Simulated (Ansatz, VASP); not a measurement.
# CuI: VASP beside Ansatz

```xyz
4
Lattice="4.1286 0.0000 0.0000 -2.0643 3.5755 0.0000 0.0000 0.0000 7.4781" Properties=species:S:1:pos:R:3 pbc="T T T"
Cu    2.0643    1.1918    4.4117
Cu    0.0000    2.3837    3.0664
I     0.0000    2.3837    5.6441
I     2.0643    1.1918    1.8340
```

Alike in both runs: task single point; functional LDA; k mesh 6 × 6 × 4; no spin polarisation.

|  | VASP | Ansatz |
| --- | --- | --- |
| version | VASP 6.6.1 | Ansatz 0.2.0 |
| potentials or method | VASP PAW LDA potentials, release 64 (Cu, I) | plane waves, PAW |
| plane-wave cutoff (eV) | 520 | 420 |
| occupations | gaussian, width 0.01 eV | fixed |
| valence electrons in the cell | 36 | 72 |

VASP gave:

* gap on the k mesh at the Fermi level (eV): 1.51

Question: Which values does Ansatz return?

Answer: gap on the k mesh at the Fermi level (eV): 1.47.

LDA's correlation is that of Perdew and Zunger in VASP and of Perdew and Wang (1992) in Ansatz. VASP's potentials hold 36 valence electrons a cell and Ansatz's 72, so a difference there can come from the potentials and not from the codes.

Spin-orbit coupling is off throughout.
